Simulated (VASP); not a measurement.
Ti: relaxation of cell and atoms with BLYP

Ti:

```
Ti
1.0
     0.00000    2.87802    2.87802
     2.87802    0.00000    2.87802
     2.87802    2.87802    0.00000
Ti
2
Direct
  0.12500 0.12500 0.12500
  0.87500 0.87500 0.87500
```

```
Program                : VASP 6.6.1
Task                   : relaxation of cell and atoms
Functional             : BLYP
Potentials or basis    : VASP PAW PBE potentials, release 64 (Ti_sv)
Cutoff                 : 600 eV
k mesh                 : 10 × 10 × 10
Occupations            : fermi-dirac, width 0.1 eV
Spin                   : no spin polarisation
Dipole correction      : no
Further INCAR settings : ALGO = Normal; EDIFF = 1e-07; IBRION = 2; EDIFFG = -0.01; NSW = 80; ISIF = 3
```

The relaxed volume is 24.72 Å³/atom, the relaxed cell is a = 4.120 Å, b = 4.120 Å, c = 4.120 Å, α = 60.00°, β = 60.00°, γ = 60.00° and the space group after relaxing (to 0.05 Å) is Fd-3m (No. 227). The energy gained by relaxing is 2.9 meV/atom. The ionic steps are 4, the pressure after relaxing is 0.0 GPa and the band gap on the k mesh is zero (band 12 reaches 5.23 eV, above the bottom of band 13 at 5.06 eV).

The path:
```csv
step,energy change (eV),largest force (eV/Å),pressure (GPa),volume (Å³)
1,0.0000,0.0000,1.03,47.68
2,-0.0049,0.0000,0.39,48.75
3,-0.0057,0.0000,0.09,49.29
4,-0.0058,0.0000,0.00,49.45
```

Final structure:
```yaml
crystal:
  lattice:
    - [0.00000, 2.91324, 2.91324]
    - [2.91324, 0.00000, 2.91324]
    - [2.91324, 2.91324, 0.00000]
  atoms:
    - { symbol: Ti, position: [0.12500, 0.12500, 0.12500] }
    - { symbol: Ti, position: [0.87500, 0.87500, 0.87500] }
```

Levels at points of the mesh, in eV from the Fermi level:
```tsv
k point	band 10	band 11	band 12	band 13	band 14	band 15
(0.00, 0.00, 0.00)	-0.50	-0.50	-0.12	-0.12	-0.12	1.56
(0.50, 0.00, 0.00)	-1.03	-0.47	-0.47	-0.08	-0.08	0.36
(0.50, 0.50, 0.00)	-1.46	0.02	0.02	0.03	0.03	1.45
```

Run time: 3.8 min on 1 thread of Intel(R) Xeon(R) Platinum 8259CL CPU @ 2.50GHz (Skylake/Cascade Lake), with other jobs on the host, peak memory 0.23 GiB.

Caveat: the PAW data sets were made with another functional, which shifts forces and pressure a little.
